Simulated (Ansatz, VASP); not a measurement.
Al in VASP and in Ansatz

Contents of INCAR:

```
SYSTEM = Al
  PREC = Accurate
  ENCUT = 520
  EDIFF = 1E-6
  ISMEAR = 0
  SIGMA = 0.15
  LREAL = .FALSE.
  LASPH = .TRUE.
  NELM = 80
  ALGO = Normal
  ISIF = 2
  LWAVE = .FALSE.
  LCHARG = .TRUE.
  GGA = PE
  LELF = .TRUE.
  LVHAR = .TRUE.
  NBANDS = 8
```

The input KPOINTS:

```
regular mesh
0
G
  26 26 26
  0 0 0
```

The input POSCAR:

```
Al
1.0
   -1.6175102217      1.6175102217      1.6175102217
    1.6175102217     -1.6175102217      1.6175102217
    1.6175102217      1.6175102217     -1.6175102217
Al
1
Direct
    0.0000000000      0.0000000000      0.0000000000
```

Input for Ansatz:

```yaml
crystal:
  lattice:
    - [-1.6175102217, 1.6175102217, 1.6175102217]
    - [1.6175102217, -1.6175102217, 1.6175102217]
    - [1.6175102217, 1.6175102217, -1.6175102217]
  atoms:
    - { symbol: Al, position: [0.0, 0.0, 0.0] }
basis:
  ecutwfc: 420
kpoints:
  mp_grid: { grid: [26, 26, 26] }
hamiltonian:
  xc: pbe
scf:
  occupations: { method: gaussian, width: 0.15 }
output:
  forces: true
  stress: true
  eigenvalues: true
```

Alike in both runs: task single point; functional PBE; k mesh 26 × 26 × 26; occupations gaussian, width 0.15 eV; no spin polarisation.

|  | VASP | Ansatz |
| --- | --- | --- |
| version | VASP 6.6.1 | Ansatz 0.2.0 |
| potentials or method | VASP PAW PBE potentials, release 64 (Al), cutoff 520 eV | scalar-relativistic, plane waves, PAW |
| valence electrons in the cell | 3 | 3 |

|  | VASP | Ansatz | Ansatz less VASP |
| --- | --- | --- | --- |
| gap on the k mesh at the Fermi level (eV) | none | none | - |
| pressure (GPa) | -0.1 | -0.1 | +0.02 |

A gap of «none» marks a metal or a gap that the smearing closes.
